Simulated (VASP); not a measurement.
# W (Im-3m) in VASP: a series of runs

Runs on W. Level: LDA. Tasks: single point.

Program: VASP 6.6.1. These are calculated values, not measurements. Logs are shortened: lines on timing, memory, paths and dates and some standing lists are left out, and cuts for length are marked.

## Step 1: The cell of the first run

It takes space group Im-3m (No. 229, cubic). The conventional cell has a = 3.135 Å, b = 3.135 Å, c = 3.135 Å, α = 90.00°, β = 90.00°, γ = 90.00°. Within 3.6 Å of W (site symmetry m-3m) lie 14 W at 2.72 to 3.14 Å.

## Step 2: Single point, LDA

The input, INCAR:

```
SYSTEM = W
  PREC = Accurate
  ENCUT = 520
  EDIFF = 1E-6
  ISMEAR = -1
  SIGMA = 0.1
  LREAL = .False.
  LASPH = .True.
  NELM = 100
  ALGO = Normal
  ISIF = 2
  LWAVE = .False.
  LCHARG = .False.
  GGA = CA
  NBANDS = 13
```

The input, KPOINTS:

```
Automatic mesh
0
Gamma
  14 14 14
  0 0 0
```

The input, POSCAR:

```
W
1.0
   -1.5676867249      1.5676867249      1.5676867249
    1.5676867249     -1.5676867249      1.5676867249
    1.5676867249      1.5676867249     -1.5676867249
W
1
Direct
    0.0000000000      0.0000000000      0.0000000000
```

Potentials or basis: VASP PAW LDA potentials, release 64 (W_sv).

Launch:

```sh
$ cat potpaw_LDA.64/W_sv/POTCAR > POTCAR
$ mpirun -np 1 vasp_std > vasp.out
```

OUTCAR:

```text
SYSTEM = W
   PREC = Accurate
   ENCUT = 520
   EDIFF = 1E-6
   ISMEAR = -1
   LREAL = .False.
   LASPH = .True.
   NELM = 100
   ISIF = 2
   GGA = CA

 ion  position               nearest neighbor table
   1  0.000  0.000  0.000-

  LATTYP: Found a body centered cubic cell.
 ALAT       =     3.1353734498

  Lattice vectors:

 A1 = (  -1.5676867249,   1.5676867249,   1.5676867249)
 A2 = (   1.5676867249,  -1.5676867249,   1.5676867249)
 A3 = (   1.5676867249,   1.5676867249,  -1.5676867249)

Analysis of symmetry for initial positions (statically):
=====================================================================
 Subroutine PRICEL returns:
 Original cell was already a primitive cell.

 Routine SETGRP: Setting up the symmetry group for a
 body centered cubic supercell.

 Subroutine GETGRP returns: Found 48 space group operations
 (whereof 48 operations were pure point group operations)
 out of a pool of 48 trial point group operations.

The static configuration has the point symmetry O_h .

Analysis of symmetry for dynamics (positions and initial velocities):
=====================================================================
 Subroutine PRICEL returns:
 Original cell was already a primitive cell.

 Routine SETGRP: Setting up the symmetry group for a
 body centered cubic supercell.

 Subroutine GETGRP returns: Found 48 space group operations
 (whereof 48 operations were pure point group operations)
 out of a pool of 48 trial point group operations.

The dynamic configuration has the point symmetry O_h .

 Subroutine INISYM returns: Found 48 space group operations
 (whereof 48 operations are pure point group operations),
 and found     1 'primitive' translations

----------------------------------------------------------------------------------------

                                     Primitive cell

  volume of cell :      15.4112

  direct lattice vectors                    reciprocal lattice vectors
    -1.567686725  1.567686725  1.567686725     0.000000000  0.318941273  0.318941273
     1.567686725 -1.567686725  1.567686725     0.318941273  0.000000000  0.318941273
     1.567686725  1.567686725 -1.567686725     0.318941273  0.318941273  0.000000000

  length of vectors
     2.715313058  2.715313058  2.715313058     0.451051074  0.451051074  0.451051074

  position of ions in fractional coordinates (direct lattice)
     0.000000000  0.000000000  0.000000000

  ion indices of the primitive-cell ions
   primitive index   ion index
                 1           1

----------------------------------------------------------------------------------------

 KPOINTS: Automatic mesh

Automatic generation of k-mesh.
 Grid dimensions read from file:
 generate k-points for:   14   14   14

 Generating k-lattice:

  Cartesian coordinates                     Fractional coordinates (reciprocal lattice)
     0.000000000  0.022781520  0.022781520     0.071428571  0.000000000  0.000000000
     0.022781520  0.000000000  0.022781520     0.000000000  0.071428571  0.000000000
     0.022781520  0.022781520  0.000000000     0.000000000  0.000000000  0.071428571

  Length of vectors
     0.032217934  0.032217934  0.032217934

  Shift w.r.t. Gamma in fractional coordinates (k-lattice)
     0.000000000  0.000000000  0.000000000

 Subroutine IBZKPT returns following result:
 ===========================================

 Found    104 irreducible k-points:

 Following reciprocal coordinates:
            Coordinates               Weight
  0.000000  0.000000  0.000000      1.000000
  0.071429  0.000000  0.000000     12.000000
  0.142857  0.000000  0.000000     12.000000
  0.214286  0.000000  0.000000     12.000000
  0.285714  0.000000  0.000000     12.000000
  0.357143  0.000000  0.000000     12.000000
[... 16 lines left out ...]
  0.285714  0.285714  0.000000     24.000000
  0.357143  0.285714  0.000000     24.000000
 [... further k-points ...]
   k-points           NKPTS =    104   k-points in BZ     NKDIM =    104   number of bands    NBANDS=     13
   number of dos      NEDOS =    301   number of ions     NIONS =      1
   total plane-waves  NPLWV =   8000
   dimension x,y,z NGX =    20 NGY =   20 NGZ =   20
   dimension x,y,z NGXF=    40 NGYF=   40 NGZF=   40
   ions per type =               1
   NGX,Y,Z   is equivalent  to a cutoff of  12.25, 12.25, 12.25 a.u.
   NGXF,Y,Z  is equivalent  to a cutoff of  24.49, 24.49, 24.49 a.u.
 SYSTEM =  W
   PREC   = accura    normal or accurate (medium, high low for compatibility)
   ISTART =      0    job   : 0-new  1-cont  2-samecut
   ICHARG =      2    charge: 1-file 2-atom 10-const
   ISPIN  =      1    spin polarized calculation?
   LNONCOLLINEAR =      F non collinear calculations
   LSORBIT =      F    spin-orbit coupling
   LASPH  =      T    aspherical Exc in radial PAW
   ENCUT  =  520.0 eV  38.22 Ry    6.18 a.u.   5.05  5.05  5.05*2*pi/ulx,y,z
   NELM   =    100;   NELMIN=  2; NELMDL= -5     # of ELM steps
   EDIFF  = 0.1E-05   stopping-criterion for ELM
   LREAL  =      F    real-space projection
   EDIFFG = 0.1E-04   stopping-criterion for IOM
   NSW    =      0    number of steps for IOM
   IBRION =     -1    ionic relax: 0-MD 1-quasi-New 2-CG
   NFREE  =      0    steps in history (QN), initial steepest desc. (CG)
   ISIF   =      2    stress and relaxation
   ISYM   =      2    0-nonsym 1-usesym 2-fastsym
   POTIM  = 0.5000    time-step for ionic-motion
   TEBEG  =    0.0;   TEEND  =   0.0 temperature during run
   PSTRESS=    0.0 pullay stress
   NELECT =      14.0000    total number of electrons
   NUPDOWN=      -1.0000    fix difference up-down
   EMIN   =  10.00;   EMAX   =-10.00  energy-range for DOS
   EFERMI =   0.00;   METHOD = LEGACY
   ISMEAR =    -1;   SIGMA  =   0.10  broadening in eV -4-tet -1-fermi 0-gaus
   EFERMI_NEDOS =   21; number of points for ismear=-14 and -15
   IALGO  =     38    algorithm
   IMIX   =      4    mixing-type and parameters
     AMIX     =   0.40;   BMIX     =  1.00
     AMIX_MAG =   1.60;   BMIX_MAG =  1.00
  volume/ion in A,a.u.               =      15.41       104.00
  Fermi-wavevector in a.u.,A,eV,Ry     =   1.585519  2.996197 34.203303  2.513872
  Thomas-Fermi vector in A             =   2.684971
   LORBIT       =      0    0 simple, 1 ext, 2 COOP (PROOUT), +10 PAW based schemes
   GGA     = CA    functional components
   LHFCALC =     F    Hartree Fock is set to
   AEXX    =    0.0000 exact exchange contribution
   IVDW    =     0    specifies the selected vdW correction
   LEPSILON=     F    determine dielectric tensor
   LRPA    =     F    only Hartree local field effects (RPA)
 non-spin polarized calculation
  energy-cutoff  :      520.00
  volume of cell :       15.41
 maximum number of plane-waves:       432
   NGX =  9   NGY =  9   NGZ =  9

 number of electron      14.0000004 magnetization

 Free energy of the ion-electron system (eV)
  ---------------------------------------------------
  ext. energy  EPLUGINS =         0.00000000
  ---------------------------------------------------
  free energy    TOTEN  =       -14.10699404 eV

  energy without entropy =      -14.08637652  energy(sigma->0) =      -14.09668528

 E-fermi :  11.8347     XC(G=0): -13.9881

 val. band max:       11.7411612163   @ k =  -0.4286  -0.4286   0.2857
 cond. band min:      11.8469826022   @ k =  -0.4286   0.5000   0.2857
 fundamental gap:      0.1058213859
 Fermi energy:        11.8347434923

 k-point     1 :       0.0000    0.0000    0.0000
  band No.  band energies     occupation
      1     -61.9773      2.00000
      2     -25.7404      2.00000
      3     -25.7404      2.00000
      4     -25.7404      2.00000
      5       2.0362      2.00000
      6      10.4250      2.00000
      7      10.4250      2.00000
      8      10.4250      2.00000
      9      13.9897      0.00000
     10      13.9897      0.00000
     11      26.3712      0.00000
     12      26.3712      0.00000
     13      26.3712      0.00000

 k-point     2 :       0.0714    0.0000    0.0000
  band No.  band energies     occupation
      1     -61.9697      2.00000
      2     -25.8178      2.00000
      3     -25.7643      2.00000
      4     -25.7408      2.00000
      5       2.2925      2.00000
      6      10.2699      2.00000
      7      10.3890      2.00000
      8      10.6731      1.99998
      9      13.7470      0.00000
     10      13.9914      0.00000
     11      26.5894      0.00000
     12      26.8036      0.00000
     13      27.0034      0.00000

 k-point     3 :       0.1429    0.0000    0.0000
  band No.  band energies     occupation
      1     -61.9481      2.00000
      2     -26.0309      2.00000
      3     -25.8309      2.00000
      4     -25.7421      2.00000
      5       3.0092      2.00000
      6       9.8633      2.00000
      7      10.2161      2.00000
      8      11.4041      1.97339
      9      13.3444      0.00000
     10      14.0166      0.00000
     11      27.0595      0.00000
     12      28.0381      0.00000
     13      28.4449      0.00000

 k-point     4 :       0.2143    0.0000    0.0000
  band No.  band energies     occupation
      1     -61.9168      2.00000
      2     -26.3291      2.00000
      3     -25.9258      2.00000
      4     -25.7440      2.00000
      5       4.0066      2.00000
      6       9.3346      2.00000
      7       9.9115      2.00000
      8      12.5752      0.00122
      9      13.2588      0.00000
     10      14.1072      0.00000
     11      27.0951      0.00000
     12      29.1907      0.00000
     13      29.9310      0.00000

 k-point     5 :       0.2857    0.0000    0.0000
  band No.  band energies     occupation
      1     -61.8818      2.00000
      2     -26.6478      2.00000
      3     -26.0293      2.00000
      4     -25.7461      2.00000
      5       4.9116      2.00000
      6       8.8104      2.00000
      7       9.9005      2.00000
      8      13.5173      0.00000
      9      14.1043      0.00000
     10      14.2912      0.00000
     11      26.1176      0.00000
     12      27.8271      0.00000
     13      32.3240      0.00000
[... 257 lines left out ...]
 k-point    22 :       0.3571    0.2143    0.0000
  band No.  band energies     occupation
      1     -61.8086      2.00000
      2     -26.9782      2.00000
      3     -26.4334      2.00000
      4     -25.8960      2.00000
      5       6.6682      2.00000
      6       8.3623      2.00000
      7      10.1724      2.00000
      8      13.8065      0.00000
      9      15.1679      0.00000
     10      20.4902      0.00000
     11      21.5007      0.00000
     12      25.4479      0.00000
     13      28.3744      0.00000

 k-point    23 :       0.2857    0.2857    0.0000
  band No.  band energies     occupation
      1     -61.8068      2.00000
      2     -26.9003      2.00000
      3     -26.5204      2.00000
      4     -25.9137      2.00000
      5       7.0606      2.00000
      6       8.5008      2.00000
      7       9.5778      2.00000
      8      13.9996      0.00000
      9      14.8876      0.00000
     10      20.8789      0.00000
     11      21.4001      0.00000
     12      25.5359      0.00000
     13      28.7488      0.00000

 k-point    24 :       0.3571    0.2857    0.0000
  band No.  band energies     occupation
      1     -61.8019      2.00000
      2     -26.8461      2.00000
      3     -26.6272      2.00000
      4     -25.9213      2.00000
      5       7.1503      2.00000
      6       8.6799      2.00000
      7       9.4492      2.00000
      8      14.2650      0.00000
      9      14.8952      0.00000
     10      20.3997      0.00000
     11      22.3663      0.00000
     12      24.4536      0.00000
     13      29.2804      0.00000

 [... further k-points ...]

------------------------ aborting loop because EDIFF is reached ----------------------------------------

  FORCE on cell =-STRESS in cart. coord.  units (eV):
  Direction    XX          YY          ZZ          XY          YZ          ZX
  --------------------------------------------------------------------------------------
  -------------------------------------------------------------------------------------
  Total        0.1877495      0.1877495      0.1877495      0.0000000      0.0000000      0.0000000
  in kB       19.5187316     19.5187316     19.5187316      0.0000000      0.0000000      0.0000000
  external PRESSURE =      19.5187316 kB  Pullay stress =       0.0000000 kB

 VOLUME and BASIS-vectors are now :
 -----------------------------------------------------------------------------
  energy-cutoff  :      520.00
  volume of cell :       15.41
      direct lattice vectors                 reciprocal lattice vectors
    -1.567686725  1.567686725  1.567686725     0.000000000  0.318941273  0.318941273
     1.567686725 -1.567686725  1.567686725     0.318941273  0.000000000  0.318941273
     1.567686725  1.567686725 -1.567686725     0.318941273  0.318941273  0.000000000

 POSITION                                       TOTAL-FORCE (eV/Angst)
 -----------------------------------------------------------------------------------
      0.00000      0.00000      0.00000         0.000000     -0.000000     -0.000000
 -----------------------------------------------------------------------------------
    total drift:                                0.000000     -0.000000      0.000000

  FREE ENERGIE OF THE ION-ELECTRON SYSTEM (eV)
  ---------------------------------------------------
  free  energy   TOTEN  =       -14.1069940368 eV

  energy  without entropy=      -14.0863765215  energy(sigma->0) =      -14.09668528
```

It took 7.9 s on 1 thread of Intel Xeon Platinum 8488C (Sapphire Rapids), shared host; peak memory 0.13 GiB.

Results:

* Free energy: -14.1070 eV
* Pressure: 2.0 GPa
* Band gap on the k mesh: zero (band 7 reaches 17.09 eV, above the bottom of band 8 at 10.43 eV)

Caveat: spin-orbit coupling is left out, which moves the levels of the heavy elements.

## Step 3: Single point, LDA (volume scaled by 0.96)

The input, INCAR:

```
SYSTEM = W
PREC     = Accurate       ! precision mode
ENCUT    = 520            ! plane-wave cutoff, eV
EDIFF    = 1E-6           ! SCF threshold, eV
ISMEAR   = -1             ! smearing method
SIGMA    = 0.1            ! smearing width, eV
LREAL    = .FALSE.        ! projectors in reciprocal space
LASPH    = .TRUE.         ! aspherical terms in the spheres
NELM     = 60             ! most SCF steps
ALGO     = Normal         ! electronic algorithm
ISIF     = 2              ! what is computed and relaxed
LWAVE    = .FALSE.        ! write WAVECAR
LCHARG   = .FALSE.        ! write CHGCAR
GGA      = CA             ! functional
NBANDS   = 13             ! bands
```

The input, KPOINTS:

```
regular mesh
0
G
  23 23 23
  0 0 0
```

The input, POSCAR:

```
W
1.0
   -1.5464991719      1.5464991719      1.5464991719
    1.5464991719     -1.5464991719      1.5464991719
    1.5464991719      1.5464991719     -1.5464991719
W
1
Direct
    0.0000000000      0.0000000000      0.0000000000
```

Potentials or basis: VASP PAW LDA potentials, release 64 (W_sv).

Launch:

```sh
$ cat potpaw_LDA.64/W_sv/POTCAR > POTCAR
$ mpirun -np 1 vasp_std > vasp.out
```

Wall time 25 s (1 thread of Intel Xeon Platinum 8488C (Sapphire Rapids), shared host); peak memory 0.17 GiB.

The run converged. Its results:

```
Free energy            : -14.0775 eV
Pressure               : 17.2 GPa
Band gap on the k mesh : zero (band 7 reaches 17.75 eV, above the bottom of band 8 at 10.97 eV)
```

Levels at points of the mesh, in eV from the Fermi level:
```tsv
k point	band 4	band 5	band 6	band 7	band 8	band 9	band 10	band 11
(0.00, 0.00, 0.00)	-37.38	-9.94	-1.41	-1.41	-1.41	2.33	2.33	14.70
```

Caveat: spin-orbit coupling is left out, which moves the levels of the heavy elements.
